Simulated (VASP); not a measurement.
Input of a VASP 6.6.1 run:

Contents of INCAR:

```
PREC = Accurate
ENCUT = 520
EDIFF = 1E-8
ISMEAR = -1
SIGMA = 0.02
LREAL = F
LASPH = T
NELM = 100
ALGO = Normal
ISIF = 2
LWAVE = F
LCHARG = F
GGA = PE
LEFG = T
NBANDS = 35
```

KPOINTS

```
regular mesh
0
Gamma
  8 8 8
```

File POSCAR:

```
Al2O3
1.0
    2.4025136104      1.3870918797      4.3720844159
   -2.4025136104      1.3870918797      4.3720844159
    0.0000000000     -2.7741837594      4.3720844159
Al O
4 6
Direct
    0.6479040000      0.6479040000      0.6479040000
    0.8520960000      0.8520960000      0.8520960000
    0.1479040000      0.1479040000      0.1479040000
    0.3520960000      0.3520960000      0.3520960000
    0.4438545000      0.0561455000      0.7500000000
    0.9438545000      0.2500000000      0.5561455000
    0.0561455000      0.7500000000      0.4438545000
    0.7500000000      0.4438545000      0.0561455000
    0.2500000000      0.5561455000      0.9438545000
    0.5561455000      0.9438545000      0.2500000000
```

Potentials or basis: VASP PAW PBE potentials, release 64 (Al, O).

Launch:

```console
$ cat potpaw_PBE.64/Al/POTCAR potpaw_PBE.64/O/POTCAR > POTCAR
$ mpirun -np 1 vasp_std > vasp.out
```

(1) Estimate the band gap on the k mesh.

(2) Predict the largest force.

(3) Predict the pressure.

## Answers

(1) 5.88 eV, direct.

(2) 0.013 eV/Å.

(3) 0.3 GPa.

Caveat: without QUAD_EFG the Cq values of the log hold for a quadrupole moment of 1 mb, not for the nuclei.
